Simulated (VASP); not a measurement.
Write the native input for VASP 6.6.1 that does the following.

- Task: single point
- Functional: PBE
- Potentials or basis: VASP PAW PBE potentials, release 64 (Ge_d)
- Cutoff: 520 eV
- k mesh: 20 × 20 × 20
- Occupations: fermi-dirac, width 0.03 eV
- Spin: no spin polarisation
- Dipole correction: no
- Further INCAR settings: ALGO = Normal; EDIFF = 1e-07; NBANDS = 13

The structure of Ge lies in POSCAR:

```
Ge
1.0
   -1.6852042890      1.6852042890      1.6852042890
    1.6852042890     -1.6852042890      1.6852042890
    1.6852042890      1.6852042890     -1.6852042890
Ge
1
Direct
    0.0000000000      0.0000000000      0.0000000000
```

This isn't the form of Ge at room conditions, which is diamond.

One way to write it, as run:

INCAR

```
SYSTEM = Ge
  ALGO = Normal
  EDIFF = 1E-7
  ENCUT = 520
  GGA = PE
  ISIF = 2
  ISMEAR = -1
  LASPH = .True.
  LCHARG = .False.
  LREAL = .False.
  LWAVE = .False.
  NBANDS = 13
  NELM = 60
  PREC = Accurate
  SIGMA = 0.03
```

KPOINTS

```
k-points
0
Gamma
  20 20 20
  0 0 0
```

Potentials or basis: VASP PAW PBE potentials, release 64 (Ge_d).

Run with:

```sh
$ cat potpaw_PBE.64/Ge_d/POTCAR > POTCAR
$ mpirun -np 1 vasp_std > vasp.out
```

Results of the run:

The pressure is 0.0 GPa. The band gap on the k mesh is zero (bands 7 and 8 overlap by 11.95 eV).

It took 27 s on 1 thread of Intel(R) Xeon(R) Platinum 8488C (Sapphire Rapids) (shared host), peak memory 0.18 GiB.
